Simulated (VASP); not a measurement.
Set up this calculation in VASP 6.6.1, as the native input.

```
Task                   : single point
Functional             : PBE
Potentials or basis    : VASP PAW PBE potentials, release 64 (P)
Cutoff                 : 520 eV
k mesh                 : 8 × 8 × 6
Occupations            : fermi-dirac, width 0.05 eV
Spin                   : no spin polarisation
Dipole correction      : no
Further INCAR settings : ALGO = Normal; EDIFF = 1e-07; NBANDS = 18
```

The structure of P lies in POSCAR:

```
P
1.0
    1.5370747620     -4.6054990874      0.0000000000
    1.5370747620      4.6054990874      0.0000000000
    0.0000000000      0.0000000000      3.4487309667
P
4
Direct
    0.8788539201      0.1211460799      0.5054878861
    0.1211460799      0.8788539201      0.4945121139
    0.6211460799      0.3788539201      0.0054878861
    0.3788539201      0.6211460799      0.9945121139
```

One way to write it, as run:

INCAR

```
ALGO = Normal ; EDIFF = 1E-7
ENCUT = 520 ; GGA = PE
ISIF = 2 ; ISMEAR = -1
LASPH = T ; LCHARG = F
LREAL = F ; LWAVE = F
NBANDS = 18 ; NELM = 100
PREC = Accurate ; SIGMA = 0.05
```

KPOINTS

```
k-points
0
Gamma
  8 8 6
```

Potentials or basis: VASP PAW PBE potentials, release 64 (P).

Run with:

```bash
$ cat potpaw_PBE.64/P/POTCAR > POTCAR
$ mpirun -np 1 vasp_std > vasp.out
```

It gave:

- Pressure: 29.4 GPa
- Largest force: 0.038 eV/Å
- Band gap on the k mesh: zero (bands 10 and 11 overlap by 2.54 eV)

Caveat: the cell stands under pressure.

Wall time 48 s on 1 thread of Intel(R) Xeon(R) Platinum 8488C (Sapphire Rapids) (shared host), peak memory 0.19 GiB.
